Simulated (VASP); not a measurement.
# Cu12O in VASP: notebook, part 2 of 2

VASP 6.6.1. Earlier steps stand in the parts before.

## (3) Single point, PBE

INCAR reads:

```
ALGO = Normal ; DIPOL = 0.5 0.5 0.323
EDIFF = 1E-6 ; ENCUT = 520
GGA = PE ; IDIPOL = 3
ISIF = 2 ; ISMEAR = 0
LASPH = T ; LCHARG = T
LDIPOL = T ; LELF = T
LREAL = F ; LVACPOTAV = T
LVHAR = T ; LWAVE = F
NBANDS = 81 ; NELM = 60
PREC = Accurate ; SIGMA = 0.1
```

KPOINTS reads:

```
k-points
0
Gamma
  6 6 1
```

POSCAR reads:

```
Cu12O
1.0
    5.1319544695      0.0000000000      0.0000000000
   -2.5659772347      4.4444029416      0.0000000000
    0.0000000000      0.0000000000     19.6215699228
Cu O
12 1
Direct
    0.3333333333      0.1666666667      0.2038572864
    0.3333333334      0.6666666667      0.2038572864
    0.8333333334      0.1666666667      0.2038572864
    0.8333333333      0.6666666667      0.2038572864
    0.1666666667      0.3333333333      0.3088787979
    0.1666666667      0.8333333333      0.3088787979
    0.6666666667      0.3333333333      0.3088787979
    0.6666666667      0.8333333333      0.3088787979
    0.0000000000      0.0000000000      0.4139103015
    0.0000000000      0.5000000000      0.4139103015
    0.5000000000      0.0000000000      0.4139103015
    0.5000000000      0.5000000000      0.4139103015
    0.0833333334      0.1666666667      0.4927240722
```

Potentials or basis: VASP PAW PBE potentials, release 64 (Cu, O).

Command:

```bash
$ cat potpaw_PBE.64/Cu/POTCAR potpaw_PBE.64/O/POTCAR > POTCAR
$ mpirun -np 1 vasp_std > vasp.out
```

OUTCAR:

```text
EDIFF = 1E-6
   ENCUT = 520
   GGA = PE
   ISIF = 2
   ISMEAR = 0
   LASPH = T
   LREAL = F
   NELM = 60
   PREC = Accurate

 ion  position               nearest neighbor table
   1  0.333  0.167  0.204-   5 2.54   6 2.54   7 2.54   3 2.57   2 2.57   4 2.57   4 2.57   2 2.57
                             3 2.57
   2  0.333  0.667  0.204-   6 2.54   8 2.54   5 2.54   4 2.57   1 2.57   3 2.57   3 2.57   1 2.57
                             4 2.57
   3  0.833  0.167  0.204-   7 2.54   5 2.54   8 2.54   1 2.57   4 2.57   2 2.57   2 2.57   4 2.57
                             1 2.57
   4  0.833  0.667  0.204-   8 2.54   7 2.54   6 2.54   2 2.57   3 2.57   1 2.57   1 2.57   3 2.57
                             2 2.57
   5  0.167  0.333  0.309-   1 2.54   3 2.54   2 2.54   9 2.54  12 2.54  10 2.54   6 2.57   6 2.57
                             8 2.57   8 2.57   7 2.57   7 2.57
   6  0.167  0.833  0.309-   2 2.54   1 2.54   4 2.54  10 2.54  11 2.54   9 2.54   5 2.57   5 2.57
                             7 2.57   7 2.57   8 2.57   8 2.57
   7  0.667  0.333  0.309-   3 2.54   4 2.54   1 2.54  11 2.54  10 2.54  12 2.54   8 2.57   8 2.57
                             6 2.57   6 2.57   5 2.57   5 2.57
   8  0.667  0.833  0.309-   4 2.54   2 2.54   3 2.54  12 2.54   9 2.54  11 2.54   7 2.57   7 2.57
                             5 2.57   5 2.57   6 2.57   6 2.57
   9  0.000  0.000  0.414-  13 1.71   5 2.54   8 2.54   6 2.54  10 2.57  10 2.57  12 2.57  12 2.57
                            11 2.57  11 2.57
  10  0.000  0.500  0.414-   6 2.54   7 2.54   5 2.54   9 2.57   9 2.57  11 2.57  11 2.57  12 2.57
                            12 2.57
  11  0.500  0.000  0.414-   7 2.54   6 2.54   8 2.54  12 2.57  12 2.57  10 2.57  10 2.57   9 2.57
                             9 2.57
  12  0.500  0.500  0.414-   8 2.54   5 2.54   7 2.54  11 2.57  11 2.57   9 2.57   9 2.57  10 2.57
                            10 2.57
  13  0.083  0.167  0.493-   9 1.71

  LATTYP: Found a hexagonal cell.
 ALAT       =     5.1319544695
 C/A-ratio  =     3.8234107569

  Lattice vectors:

 A1 = (   5.1319544695,   0.0000000000,   0.0000000000)
 A2 = (  -2.5659772347,   4.4444029416,   0.0000000000)
 A3 = (   0.0000000000,   0.0000000000,  19.6215699228)

Analysis of symmetry for initial positions (statically):
=====================================================================
 Subroutine PRICEL returns:
 Original cell was already a primitive cell.

 Routine SETGRP: Setting up the symmetry group for a
 hexagonal supercell.

 Subroutine GETGRP returns: Found  2 space group operations
 (whereof  2 operations were pure point group operations)
 out of a pool of 24 trial point group operations.

The static configuration has the point symmetry C_1h.

Analysis of symmetry for dynamics (positions and initial velocities):
=====================================================================
 Subroutine PRICEL returns:
 Original cell was already a primitive cell.

 Routine SETGRP: Setting up the symmetry group for a
 hexagonal supercell.

 Subroutine GETGRP returns: Found  2 space group operations
 (whereof  2 operations were pure point group operations)
 out of a pool of 24 trial point group operations.

The dynamic configuration has the point symmetry C_1h.

 Subroutine INISYM returns: Found  2 space group operations
 (whereof  2 operations are pure point group operations),
 and found     1 'primitive' translations

----------------------------------------------------------------------------------------

                                     Primitive cell

  volume of cell :     447.5381
[... 96 lines left out ...]
   LASPH  =      T    aspherical Exc in radial PAW
   ENCUT  =  520.0 eV  38.22 Ry    6.18 a.u.   9.54  9.54 36.48*2*pi/ulx,y,z
   NELM   =     60;   NELMIN=  2; NELMDL= -5     # of ELM steps
   EDIFF  = 0.1E-05   stopping-criterion for ELM
   LREAL  =      F    real-space projection
   EDIFFG = 0.1E-04   stopping-criterion for IOM
   NSW    =      0    number of steps for IOM
   IBRION =     -1    ionic relax: 0-MD 1-quasi-New 2-CG
   NFREE  =      0    steps in history (QN), initial steepest desc. (CG)
   ISIF   =      2    stress and relaxation
   ISYM   =      2    0-nonsym 1-usesym 2-fastsym
   POTIM  = 0.5000    time-step for ionic-motion
   TEBEG  =    0.0;   TEEND  =   0.0 temperature during run
   PSTRESS=    0.0 pullay stress
   NELECT =     138.0000    total number of electrons
   NUPDOWN=      -1.0000    fix difference up-down
   EMIN   =  10.00;   EMAX   =-10.00  energy-range for DOS
   EFERMI =   0.00;   METHOD = LEGACY
   ISMEAR =     0;   SIGMA  =   0.10  broadening in eV -4-tet -1-fermi 0-gaus
   EFERMI_NEDOS =   21; number of points for ismear=-14 and -15
   IALGO  =     38    algorithm
   IMIX   =      4    mixing-type and parameters
     AMIX     =   0.40;   BMIX     =  1.00
     AMIX_MAG =   1.60;   BMIX_MAG =  1.00
  volume/ion in A,a.u.               =      34.43       232.32
  Fermi-wavevector in a.u.,A,eV,Ry     =   1.106007  2.090050 16.643346  1.223251
  Thomas-Fermi vector in A             =   2.242502
   LORBIT       =      0    0 simple, 1 ext, 2 COOP (PROOUT), +10 PAW based schemes
   GGA     = PE    functional components
   LHFCALC =     F    Hartree Fock is set to
   AEXX    =    0.0000 exact exchange contribution
   IVDW    =     0    specifies the selected vdW correction
   LEPSILON=     F    determine dielectric tensor
   LRPA    =     F    only Hartree local field effects (RPA)
 non-spin polarized calculation
 Gauss-broadening in eV      SIGMA  =   0.10
  energy-cutoff  :      520.00
  volume of cell :      447.54
 maximum number of plane-waves:     12109
 NGX is ok and might be reduce to    40
   NGX = 19   NGY = 19   NGZ = 73

 dipolmoment           0.000000      0.000000     -0.443412 electrons x Angstroem

 number of electron     138.0000026 magnetization

 dipolmoment           0.000000      0.000000      0.238836 electrons x Angstroem

 Free energy of the ion-electron system (eV)
  ---------------------------------------------------
  ext. energy  EPLUGINS =         0.00000000
  ---------------------------------------------------
  free energy    TOTEN  =       -46.13735578 eV

  energy without entropy =      -46.09046663  energy(sigma->0) =      -46.11391120

 E-fermi :  -1.2603     XC(G=0):  -5.1339

 val. band max:       -1.2946130933   @ k =   0.0000   0.5000   0.0000
 cond. band min:      -1.2361130557   @ k =   0.0000   0.0000   0.0000
 fundamental gap:      0.0585000377
 Fermi energy:        -1.2603319090

 k-point     1 :       0.0000    0.0000    0.0000
  band No.  band energies     occupation
      1     -18.3157      2.00000
      2      -9.8623      2.00000
      3      -7.8215      2.00000
      4      -6.4256      2.00000
      5      -6.0798      2.00000
      6      -6.0663      2.00000
[... 1081 lines left out ...]
     80       4.0848      0.00000
     81       4.9033      0.00000

------------------------ aborting loop because EDIFF is reached ----------------------------------------

  FORCE on cell =-STRESS in cart. coord.  units (eV):
  Direction    XX          YY          ZZ          XY          YZ          ZX
  --------------------------------------------------------------------------------------
  -------------------------------------------------------------------------------------
  Total       -3.5349822     -1.9665470      1.4209119     -0.0000000      2.5126347      0.0000000
  in kB      -12.6551659     -7.0401992      5.0868361     -0.0000000      8.9951823      0.0000000
  external PRESSURE =      -4.8695097 kB  Pullay stress =       0.0000000 kB

 VOLUME and BASIS-vectors are now :
 -----------------------------------------------------------------------------
  energy-cutoff  :      520.00
  volume of cell :      447.54
      direct lattice vectors                 reciprocal lattice vectors
     5.131954470  0.000000000  0.000000000     0.194857535  0.112501051  0.000000000
    -2.565977235  4.444402942  0.000000000     0.000000000  0.225002101  0.000000000
     0.000000000  0.000000000 19.621569923     0.000000000  0.000000000  0.050964322

 POSITION                                       TOTAL-FORCE (eV/Angst)
 -----------------------------------------------------------------------------------
      1.28299      0.74073      4.00000         0.012148      0.004859     -0.044916
      0.00000      2.96294      4.00000         0.000000      0.005009     -0.101253
      3.84897      0.74073      4.00000        -0.012148      0.004859     -0.044916
      2.56598      2.96294      4.00000        -0.000000     -0.006246     -0.170521
      0.00000      1.48147      6.06069         0.000000      0.035733     -0.115843
     -1.28299      3.70367      6.06069        -0.040229     -0.056102      0.094316
      2.56598      1.48147      6.06069         0.000000      0.047505      0.055290
      1.28299      3.70367      6.06069         0.040229     -0.056102      0.094316
      0.00000      0.00000      8.12157        -0.000000     -1.152818     -0.897014
     -1.28299      2.22220      8.12157         0.220240     -0.208203      0.445237
      2.56598      0.00000      8.12157        -0.000000     -0.019665      0.055513
      1.28299      2.22220      8.12157        -0.220240     -0.208203      0.445237
      0.00000      0.74073      9.66802         0.000000      1.609374      0.184555
 -----------------------------------------------------------------------------------
    total drift:                                0.000001     -0.000064     -0.007646

  FREE ENERGIE OF THE ION-ELECTRON SYSTEM (eV)
  ---------------------------------------------------
  free  energy   TOTEN  =       -46.1373557787 eV

  energy  without entropy=      -46.0904666297  energy(sigma->0) =      -46.11391120

 vacuum level on the upper side and lower side of the slab         5.381         3.486
```

It took 11 min on 1 thread of AMD EPYC 9R45 (Zen 5), shared host; peak memory 0.71 GiB.

What came out:

* Free energy: -46.1374 eV
* Largest force: 1.620 eV/Å
* Band gap on the k mesh: zero (bands 69 and 70 overlap by 0.37 eV)

Forces on the atoms (eV/Å):
```
Cu   0.012  0.005 -0.045
Cu   0.000  0.005 -0.101
Cu  -0.012  0.005 -0.045
Cu   0.000 -0.006 -0.171
Cu   0.000  0.036 -0.116
Cu  -0.040 -0.056  0.094
Cu   0.000  0.048  0.055
Cu   0.040 -0.056  0.094
Cu   0.000 -1.153 -0.897
Cu   0.220 -0.208  0.445
Cu   0.000 -0.020  0.056
Cu  -0.220 -0.208  0.445
O    0.000  1.609  0.185
```

Levels at points of the mesh, in eV from the Fermi level:
| k point | band 66 | band 67 | band 68 | band 69 | band 70 | band 71 | band 72 | band 73 |
| --- | --- | --- | --- | --- | --- | --- | --- | --- |
| (0.00, 0.00, 0.00) | -1.17 | -0.51 | 0.02 | 0.22 | 0.26 | 0.83 | 1.14 | 1.30 |
| (0.50, 0.00, 0.00) | -0.89 | -0.78 | -0.50 | -0.05 | 0.07 | 0.84 | 0.91 | 1.42 |
| (0.00, 0.50, 0.00) | -0.92 | -0.87 | -0.39 | -0.03 | 0.07 | 0.81 | 1.03 | 1.51 |

With open d or f shells a metallic result of PBE can be an artefact of self-interaction; +U or a hybrid may open a gap.

The gap in the log of VASP goes by the Fermi energy; the results here count the filled bands.